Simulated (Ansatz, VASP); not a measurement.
## BaTiO3: VASP beside Ansatz

File POSCAR:

```
BaTiO3
1.0
    3.9723167996      0.0000000000      0.0000000000
    0.0000000000      3.9723167996      0.0000000000
    0.0000000000      0.0000000000      4.1123825565
Ba Ti O
1 1 3
Direct
    0.0000000000      0.0000000000      0.9926109048
    0.5000000000      0.5000000000      0.4745255192
    0.5000000000      0.5000000000      0.0862865125
    0.5000000000      0.0000000000      0.5146449361
    0.0000000000      0.5000000000      0.5146449361
```

Contents of INCAR.step1:

```
SYSTEM = BaTiO3
PREC     = Accurate       ! precision mode
ENCUT    = 520            ! plane-wave cutoff, eV
ISMEAR   = 0              ! smearing method
SIGMA    = 0.05           ! smearing width, eV
LREAL    = .FALSE.        ! projectors in reciprocal space
LASPH    = .TRUE.         ! aspherical terms in the spheres
NELM     = 100            ! most SCF steps
NBANDS   = 28             ! bands
GGA      = PE             ! functional
ALGO     = Normal         ! electronic algorithm
EDIFF    = 1E-4           ! SCF threshold, eV
LWAVE    = .TRUE.         ! write WAVECAR
LCHARG   = .FALSE.        ! write CHGCAR
```

INCAR.step2

```
SYSTEM = BaTiO3
PREC     = Accurate       ! precision mode
ENCUT    = 520            ! plane-wave cutoff, eV
EDIFF    = 1E-6           ! SCF threshold, eV
ISMEAR   = 0              ! smearing method
SIGMA    = 0.05           ! smearing width, eV
LREAL    = .FALSE.        ! projectors in reciprocal space
LASPH    = .TRUE.         ! aspherical terms in the spheres
NELM     = 100            ! most SCF steps
ALGO     = Normal         ! electronic algorithm
ISIF     = 2              ! what is computed and relaxed
LWAVE    = .FALSE.        ! write WAVECAR
LCHARG   = .TRUE.         ! write CHGCAR
METAGGA  = R2SCAN         ! meta-GGA
LMIXTAU  = .TRUE.       
LELF     = .TRUE.         ! ELF
LVHAR    = .TRUE.       
NBANDS   = 28             ! bands
ISTART   = 1
```

Contents of KPOINTS:

```
regular mesh
0
G
  8 8 8
  0 0 0
```

Input for Ansatz:

```yaml
crystal:
  lattice:
    - [3.9723167996, 0.0, 0.0]
    - [0.0, 3.9723167996, 0.0]
    - [0.0, 0.0, 4.1123825565]
  atoms:
    - { symbol: Ba, position: [0.0, 0.0, 0.9926109048] }
    - { symbol: Ti, position: [0.5, 0.5, 0.4745255192] }
    - { symbol: O, position: [0.5, 0.5, 0.0862865125] }
    - { symbol: O, position: [0.5, 0.0, 0.5146449361] }
    - { symbol: O, position: [0.0, 0.5, 0.5146449361] }
basis:
  ecutwfc: 500
kpoints:
  mp_grid: { grid: [8, 8, 8] }
hamiltonian:
  xc: r2scan
scf:
  occupations: { method: gaussian, width: 0.05 }
output:
  forces: true
  stress: true
  eigenvalues: true
  write_density: true
  write_potential: true
  elf: true
  volumetric_format: npy
```

Alike in both runs: task single point; functional r2SCAN; k mesh 8 × 8 × 8; occupations gaussian, width 0.05 eV; no spin polarisation.

```csv
,VASP,Ansatz
version,VASP 6.6.1,Ansatz 0.2.0
potentials or method,"VASP PAW PBE potentials, release 64 (Ba_sv, Ti_sv, O), cutoff 520 eV","scalar-relativistic, plane waves, PAW"
valence electrons in the cell,40,40
```

```csv
,VASP,Ansatz,Ansatz less VASP
gap on the k mesh at the Fermi level (eV),2.48,2.51,+0.034
least direct gap on the mesh (eV),3.06,3.08,+0.014
pressure (GPa),13.8,11.4,-2.38
"traceless stress, the component that is largest in VASP (GPa)",16.76,15.27,-1.482
rms of the force components (eV/Å),2.452,2.210,-0.2419
```

VASP's potentials were made for PBE, not for r2SCAN. Atom by atom the forces differ by 0.247 eV/Å (rms over components).

Neither program's run includes spin-orbit coupling.
